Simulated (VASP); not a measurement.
## AlGa3N4: single point with r2SCAN

AlGa3N4:

```
Al Ga N
1.0
     4.46534    0.00000    0.00000
     0.00000    4.46534    0.00000
     0.00000    0.00000    4.46534
Al Ga N
1 3 4
Direct
  0.00000 0.00000 0.00000
  0.50198 0.49802 0.00000
  0.50198 0.99802 0.50000
  0.00198 0.49802 0.50000
  0.75535 0.75535 0.24465
  0.75535 0.24465 0.75535
  0.24465 0.75535 0.75535
  0.24465 0.24465 0.24465
```

This cell differs from its parent crystal: all Ga atoms moved +0.013 Å, as atom 2 along Cartesian [1 -1 0].

```yaml
Program: VASP 6.6.1
Task: single point
Functional: r2SCAN
Potentials_or_basis: VASP PAW PBE potentials, release 64 (Al, Ga_d, N)
Cutoff: 520 eV
k_mesh: 6 × 6 × 6
Occupations: gaussian, width 0.05 eV
Spin: no spin polarisation
```

The pressure is 0.7 GPa and the largest force is 0.230 eV/Å. The band gap on the k mesh is 2.80 eV.

Forces on the atoms (eV/Å):
```
Al   0.054 -0.054  0.000
Ga  -0.163  0.163  0.005
Ga  -0.162  0.085  0.005
Ga  -0.085  0.162  0.005
N    0.153 -0.060 -0.051
N    0.119 -0.119  0.008
N    0.023 -0.023  0.080
N    0.060 -0.153 -0.051
```

Stress tensor (GPa, compression positive):
```
 0.72 -0.02 -0.43
-0.02  0.72  0.43
-0.43  0.43  0.71
```

Levels at points of the mesh, in eV from the valence-band top:
```
           k point  band 29  band 30  band 31  band 32  band 33  band 34
(0.00, 0.00, 0.00)    -0.04    -0.02     0.00     2.80     3.87     3.90
(0.50, 0.00, 0.00)    -1.55    -1.25    -1.20     5.43     5.53     6.75
(0.00, 0.00, 0.50)    -1.55    -1.23    -1.23     5.43     5.53     6.77
(0.50, 0.50, 0.00)    -1.00    -1.00    -0.63     7.29     7.49     7.49
(0.00, 0.50, 0.50)    -1.01    -1.00    -0.63     7.29     7.49     7.49
(0.50, 0.50, 0.50)    -0.72    -0.69    -0.68     5.54     5.55     5.57
```

Wall time 9 min on 1 thread of Intel(R) Xeon(R) Platinum 8488C (Sapphire Rapids), on a shared host, peak memory 0.35 GiB.

Caveat: the cell differs from its parent crystal (all Ga atoms moved +0.013 Å, as atom 2 along Cartesian [1 -1 0]); the PAW data sets were made with another functional, which shifts forces and pressure a little.
